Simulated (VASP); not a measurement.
# Cs4Br (Pm-3m) in VASP: a series of runs

Cs4Br is run at these levels: PBE; tasks: single point, relaxation of cell and atoms.

Program: VASP 6.6.1. These are calculated values, not measurements. Logs are shortened: lines on timing, memory, paths and dates and some standing lists are left out, and cuts for length are marked.

## Step 1: The cell of the first run

It takes space group Pm-3m (No. 221, cubic). Conventional cell: a = 7.516 Å, b = 7.516 Å, c = 7.516 Å, α = 90.00°, β = 90.00°, γ = 90.00°. Within 4.9 Å of Cs (site symmetry 4/mmm) lie 2 Br at 3.76 Å. Br (site symmetry m-3m) has 6 Cs at 3.76 Å within 4.9 Å.

## Step 2: Single point, PBE

INCAR reads:

```
PREC     = Accurate       # precision mode
ENCUT    = 520            # plane-wave cutoff, eV
EDIFF    = 1E-6           # SCF threshold, eV
ISMEAR   = 0              # smearing method
SIGMA    = 0.1            # smearing width, eV
LREAL    = F              # projectors in reciprocal space
LASPH    = T              # aspherical terms in the spheres
NELM     = 100            # most SCF steps
ALGO     = Normal         # electronic algorithm
ISIF     = 2              # what is computed and relaxed
LWAVE    = F              # write WAVECAR
LCHARG   = T              # write CHGCAR
GGA      = PE             # functional
LELF     = T              # ELF
LVHAR    = T            
NBANDS   = 30             # bands
```

KPOINTS reads:

```
regular mesh
0
Gamma
  4 4 4
```

POSCAR reads:

```
Cs4Br
1.0
    7.5161493589      0.0000000000      0.0000000000
    0.0000000000      7.5161493589      0.0000000000
    0.0000000000      0.0000000000      7.5161493589
Cs Br
4 1
Direct
    0.5000000000      0.0000000000      0.0000000000
    0.0000000000      0.5000000000      0.0000000000
    0.0000000000      0.0000000000      0.5000000000
    0.5000000000      0.5000000000      0.5000000000
    0.0000000000      0.0000000000      0.0000000000
```

Potentials or basis: VASP PAW PBE potentials, release 64 (Cs_sv, Br).

Command:

```bash
> cat potpaw_PBE.64/Cs_sv/POTCAR potpaw_PBE.64/Br/POTCAR > POTCAR
> mpirun -np 1 vasp_std > vasp.out
```

OUTCAR:

```text
PREC = Accurate
   ENCUT = 520
   EDIFF = 1E-6
   ISMEAR = 0
   LREAL = F
   LASPH = T
   NELM = 100
   ISIF = 2
   GGA = PE

 ion  position               nearest neighbor table
   1  0.500  0.000  0.000-
   2  0.000  0.500  0.000-
   3  0.000  0.000  0.500-
   4  0.500  0.500  0.500-
   5  0.000  0.000  0.000-

  LATTYP: Found a simple cubic cell.
 ALAT       =     7.5161493589

  Lattice vectors:

 A1 = (   7.5161493589,   0.0000000000,   0.0000000000)
 A2 = (   0.0000000000,   7.5161493589,   0.0000000000)
 A3 = (   0.0000000000,   0.0000000000,   7.5161493589)

Analysis of symmetry for initial positions (statically):
=====================================================================
 Subroutine PRICEL returns:
 Original cell was already a primitive cell.

 Routine SETGRP: Setting up the symmetry group for a
 simple cubic supercell.

 Subroutine GETGRP returns: Found 48 space group operations
 (whereof 48 operations were pure point group operations)
 out of a pool of 48 trial point group operations.

The static configuration has the point symmetry O_h .

Analysis of symmetry for dynamics (positions and initial velocities):
=====================================================================
 Subroutine PRICEL returns:
 Original cell was already a primitive cell.

 Routine SETGRP: Setting up the symmetry group for a
 simple cubic supercell.

 Subroutine GETGRP returns: Found 48 space group operations
 (whereof 48 operations were pure point group operations)
 out of a pool of 48 trial point group operations.

The dynamic configuration has the point symmetry O_h .

 Subroutine INISYM returns: Found 48 space group operations
 (whereof 48 operations are pure point group operations),
 and found     1 'primitive' translations

----------------------------------------------------------------------------------------

                                     Primitive cell

  volume of cell :     424.6061

  direct lattice vectors                    reciprocal lattice vectors
     7.516149359  0.000000000  0.000000000     0.133046850  0.000000000  0.000000000
     0.000000000  7.516149359  0.000000000     0.000000000  0.133046850  0.000000000
     0.000000000  0.000000000  7.516149359     0.000000000  0.000000000  0.133046850

  length of vectors
     7.516149359  7.516149359  7.516149359     0.133046850  0.133046850  0.133046850

  position of ions in fractional coordinates (direct lattice)
     0.500000000  0.000000000  0.000000000
     0.000000000  0.500000000  0.000000000
     0.000000000  0.000000000  0.500000000
     0.500000000  0.500000000  0.500000000
     0.000000000  0.000000000  0.000000000

  ion indices of the primitive-cell ions
   primitive index   ion index
                 1           1
                 2           2
                 3           3
                 4           4
                 5           5

----------------------------------------------------------------------------------------

 KPOINTS: regular mesh

Automatic generation of k-mesh.
 Grid dimensions read from file:
 generate k-points for:    4    4    4

 Generating k-lattice:

  Cartesian coordinates                     Fractional coordinates (reciprocal lattice)
     0.033261713  0.000000000  0.000000000     0.250000000  0.000000000  0.000000000
     0.000000000  0.033261713  0.000000000     0.000000000  0.250000000  0.000000000
     0.000000000  0.000000000  0.033261713     0.000000000  0.000000000  0.250000000

  Length of vectors
     0.033261713  0.033261713  0.033261713

  Shift w.r.t. Gamma in fractional coordinates (k-lattice)
     0.000000000  0.000000000  0.000000000

 Subroutine IBZKPT returns following result:
 ===========================================

 Found     10 irreducible k-points:

 Following reciprocal coordinates:
            Coordinates               Weight
  0.000000  0.000000  0.000000      1.000000
  0.250000  0.000000  0.000000      6.000000
  0.500000  0.000000  0.000000      3.000000
  0.250000  0.250000  0.000000     12.000000
  0.500000  0.250000  0.000000     12.000000
  0.500000  0.500000  0.000000      3.000000
  0.250000  0.250000  0.250000      8.000000
  0.500000  0.250000  0.250000     12.000000
  0.500000  0.500000  0.250000      6.000000
  0.500000  0.500000  0.500000      1.000000
   k-points           NKPTS =     10   k-points in BZ     NKDIM =     10   number of bands    NBANDS=     30
   number of dos      NEDOS =    301   number of ions     NIONS =      5
   total plane-waves  NPLWV = 175616
   dimension x,y,z NGX =    56 NGY =   56 NGZ =   56
   dimension x,y,z NGXF=   112 NGYF=  112 NGZF=  112
   ions per type =               4   1
   NGX,Y,Z   is equivalent  to a cutoff of  12.39, 12.39, 12.39 a.u.
   NGXF,Y,Z  is equivalent  to a cutoff of  24.77, 24.77, 24.77 a.u.
 SYSTEM =  unknown system
   PREC   = accura    normal or accurate (medium, high low for compatibility)
   ISTART =      0    job   : 0-new  1-cont  2-samecut
   ICHARG =      2    charge: 1-file 2-atom 10-const
   ISPIN  =      1    spin polarized calculation?
   LNONCOLLINEAR =      F non collinear calculations
   LSORBIT =      F    spin-orbit coupling
   LASPH  =      T    aspherical Exc in radial PAW
   ENCUT  =  520.0 eV  38.22 Ry    6.18 a.u.  13.98 13.98 13.98*2*pi/ulx,y,z
   NELM   =    100;   NELMIN=  2; NELMDL= -5     # of ELM steps
   EDIFF  = 0.1E-05   stopping-criterion for ELM
   LREAL  =      F    real-space projection
   EDIFFG = 0.1E-04   stopping-criterion for IOM
   NSW    =      0    number of steps for IOM
   IBRION =     -1    ionic relax: 0-MD 1-quasi-New 2-CG
   NFREE  =      0    steps in history (QN), initial steepest desc. (CG)
   ISIF   =      2    stress and relaxation
   ISYM   =      2    0-nonsym 1-usesym 2-fastsym
   POTIM  = 0.5000    time-step for ionic-motion
   TEBEG  =    0.0;   TEEND  =   0.0 temperature during run
   PSTRESS=    0.0 pullay stress
   NELECT =      43.0000    total number of electrons
   NUPDOWN=      -1.0000    fix difference up-down
   EMIN   =  10.00;   EMAX   =-10.00  energy-range for DOS
   EFERMI =   0.00;   METHOD = LEGACY
   ISMEAR =     0;   SIGMA  =   0.10  broadening in eV -4-tet -1-fermi 0-gaus
   EFERMI_NEDOS =   21; number of points for ismear=-14 and -15
   IALGO  =     38    algorithm
   IMIX   =      4    mixing-type and parameters
     AMIX     =   0.40;   BMIX     =  1.00
     AMIX_MAG =   1.60;   BMIX_MAG =  1.00
  volume/ion in A,a.u.               =      84.92       573.08
  Fermi-wavevector in a.u.,A,eV,Ry     =   0.763078  1.442008  7.922509  0.582288
  Thomas-Fermi vector in A             =   1.862680
   LORBIT       =      0    0 simple, 1 ext, 2 COOP (PROOUT), +10 PAW based schemes
   GGA     = PE    functional components
   LHFCALC =     F    Hartree Fock is set to
   AEXX    =    0.0000 exact exchange contribution
   IVDW    =     0    specifies the selected vdW correction
   LEPSILON=     F    determine dielectric tensor
   LRPA    =     F    only Hartree local field effects (RPA)
 non-spin polarized calculation
 Gauss-broadening in eV      SIGMA  =   0.10
  energy-cutoff  :      520.00
  volume of cell :      424.61
 maximum number of plane-waves:     11536
 NGX is ok and might be reduce to    56
   NGX = 27   NGY = 27   NGZ = 27

 number of electron      43.0000011 magnetization

 Free energy of the ion-electron system (eV)
  ---------------------------------------------------
  ext. energy  EPLUGINS =         0.00000000
  ---------------------------------------------------
  free energy    TOTEN  =        -8.43618407 eV

  energy without entropy =       -8.42367882  energy(sigma->0) =       -8.42993144

 E-fermi :   1.1204     XC(G=0):  -5.8958

 val. band max:        1.1047178377   @ k =   0.2500   0.0000   0.0000
 cond. band min:       1.1851290692   @ k =   0.5000   0.5000   0.0000
 fundamental gap:      0.0804112316
 Fermi energy:         1.1204015687

 k-point     1 :       0.0000    0.0000    0.0000
  band No.  band energies     occupation
      1     -22.7261      2.00000
      2     -22.7139      2.00000
      3     -22.7067      2.00000
      4     -22.7067      2.00000
      5     -14.8754      2.00000
      6      -9.6385      2.00000
[... 22 lines left out ...]
     29       2.9982      0.00000
     30       3.0042      0.00000

 k-point     2 :       0.2500    0.0000    0.0000
  band No.  band energies     occupation
      1     -22.7250      2.00000
      2     -22.7137      2.00000
      3     -22.7078      2.00000
      4     -22.7067      2.00000
      5     -14.8802      2.00000
      6      -9.6230      2.00000
[... 22 lines left out ...]
     29       2.8693      0.00000
     30       3.1443      0.00000

 k-point     3 :       0.5000    0.0000    0.0000
  band No.  band energies     occupation
      1     -22.7239      2.00000
      2     -22.7134      2.00000
      3     -22.7092      2.00000
      4     -22.7067      2.00000
      5     -14.8850      2.00000
      6      -9.5870      2.00000
[... 22 lines left out ...]
     29       2.7036      0.00000
     30       2.7972      0.00000

 k-point     4 :       0.2500    0.2500    0.0000
  band No.  band energies     occupation
      1     -22.7243      2.00000
      2     -22.7132      2.00000
      3     -22.7083      2.00000
      4     -22.7074      2.00000
      5     -14.8850      2.00000
      6      -9.6112      2.00000
[... 154 lines left out ...]
     29       3.0234      0.00000
     30       3.2562      0.00000

 k-point     9 :       0.5000    0.5000    0.2500
  band No.  band energies     occupation
      1     -22.7232      2.00000
      2     -22.7099      2.00000
      3     -22.7098      2.00000
      4     -22.7098      2.00000
      5     -14.8994      2.00000
      6      -9.6307      2.00000
[... 22 lines left out ...]
     29       3.2325      0.00000
     30       3.2326      0.00000

 k-point    10 :       0.5000    0.5000    0.5000
  band No.  band energies     occupation
      1     -22.7232      2.00000
      2     -22.7099      2.00000
      3     -22.7099      2.00000
      4     -22.7099      2.00000
      5     -14.9042      2.00000
      6      -9.6499      2.00000
[... 22 lines left out ...]
     29       3.3734      0.00000
     30       3.4419      0.00000

------------------------ aborting loop because EDIFF is reached ----------------------------------------

  FORCE on cell =-STRESS in cart. coord.  units (eV):
  Direction    XX          YY          ZZ          XY          YZ          ZX
  --------------------------------------------------------------------------------------
  -------------------------------------------------------------------------------------
  Total        0.1668896      0.1668896      0.1668896      0.0000000     -0.0000000      0.0000000
  in kB        0.6297290      0.6297290      0.6297290      0.0000000     -0.0000000      0.0000000
  external PRESSURE =       0.6297290 kB  Pullay stress =       0.0000000 kB

 VOLUME and BASIS-vectors are now :
 -----------------------------------------------------------------------------
  energy-cutoff  :      520.00
  volume of cell :      424.61
      direct lattice vectors                 reciprocal lattice vectors
     7.516149359  0.000000000  0.000000000     0.133046850  0.000000000  0.000000000
     0.000000000  7.516149359  0.000000000     0.000000000  0.133046850  0.000000000
     0.000000000  0.000000000  7.516149359     0.000000000  0.000000000  0.133046850

 POSITION                                       TOTAL-FORCE (eV/Angst)
 -----------------------------------------------------------------------------------
      3.75807      0.00000      0.00000         0.000000      0.000000      0.000000
      0.00000      3.75807      0.00000         0.000000      0.000000      0.000000
      0.00000      0.00000      3.75807         0.000000      0.000000      0.000000
      3.75807      3.75807      3.75807         0.000000      0.000000      0.000000
      0.00000      0.00000      0.00000         0.000000      0.000000      0.000000
 -----------------------------------------------------------------------------------
    total drift:                               -0.000000     -0.000000      0.000000

  FREE ENERGIE OF THE ION-ELECTRON SYSTEM (eV)
  ---------------------------------------------------
  free  energy   TOTEN  =        -8.4361840661 eV

  energy  without entropy=       -8.4236788194  energy(sigma->0) =       -8.42993144
```

Run time: 68 s. Hardware: 1 thread of Intel Xeon 6975P-C (Granite Rapids), shared host; peak memory 0.45 GiB.

Results:

- Free energy: -8.4362 eV
- Pressure: 0.1 GPa

Caveat: spin-orbit coupling is left out, which moves the levels of the heavy elements; an odd number of electrons without spin polarisation forces a metal; a magnetic or distorted state may lie lower.

## Step 3: Relaxation of cell and atoms, PBE

INCAR reads:

```
SYSTEM = Cs4Br
PREC = Accurate
ENCUT = 600
EDIFF = 1E-6
ISMEAR = 0
SIGMA = 0.1
LREAL = .FALSE.
LASPH = .TRUE.
NELM = 100
ALGO = Normal
ISIF = 3
LWAVE = .FALSE.
LCHARG = .FALSE.
GGA = PE
IBRION = 2
NSW = 100
EDIFFG = -0.01
```

KPOINTS reads:

```
Automatic mesh
0
G
  6 6 6
  0 0 0
```

POSCAR is that of step 2.

Potentials or basis: VASP PAW PBE potentials, release 64 (Cs_sv, Br).

Command:

```bash
> cat potpaw_PBE.64/Cs_sv/POTCAR potpaw_PBE.64/Br/POTCAR > POTCAR
> mpirun -np 1 vasp_std > vasp.out
```

Wall time 5.4 min (1 thread of Intel Xeon Platinum 8488C (Sapphire Rapids), shared host); peak memory 0.66 GiB.

The run converged. Its results:

```yaml
Free_energy: -8.4199 eV
Relaxed_volume: 86.49 Å³/atom
Relaxed_cell: a = 7.562 Å, b = 7.562 Å, c = 7.562 Å, α = 90.00°, β = 90.00°, γ = 90.00°
Space_group_after_relaxing_to_0.05_Å: Pm-3m (No. 221)
Energy_gained_by_relaxing: 0.3 meV/atom
Ionic_steps: 3
Pressure_after_relaxing: 0.0 GPa
```

Step by step:
```csv
step,energy change (eV),largest force (eV/Å),pressure (GPa),volume (Å³)
1,0.0000,0.0000,0.07,424.61
2,-0.0008,0.0000,0.05,426.84
3,-0.0016,0.0000,0.00,432.46
```

Final structure:
```
Cs Br
1.0
     7.56219    0.00000    0.00000
     0.00000    7.56219    0.00000
     0.00000    0.00000    7.56219
Cs Br
4 1
Direct
  0.50000 0.00000 0.00000
  0.00000 0.50000 0.00000
  0.00000 0.00000 0.50000
  0.50000 0.50000 0.50000
  0.00000 0.00000 0.00000
```

Levels at points of the mesh, in eV from the Fermi level:
```tsv
k point	band 18	band 19	band 20	band 21	band 22	band 23	band 24	band 25
(0.00, 0.00, 0.00)	-4.06	-4.06	-4.06	-1.58	0.15	0.15	0.95	0.95
(0.50, 0.00, 0.00)	-4.35	-4.08	-4.08	-0.82	-0.55	0.65	1.18	1.18
(0.50, 0.50, 0.00)	-4.36	-4.36	-4.09	-0.25	0.07	0.07	0.37	1.31
(0.50, 0.50, 0.50)	-4.38	-4.38	-4.38	-0.11	0.41	0.41	0.41	0.75
```

Caveat: spin-orbit coupling is left out, which moves the levels of the heavy elements; an odd number of electrons without spin polarisation forces a metal; a magnetic or distorted state may lie lower.
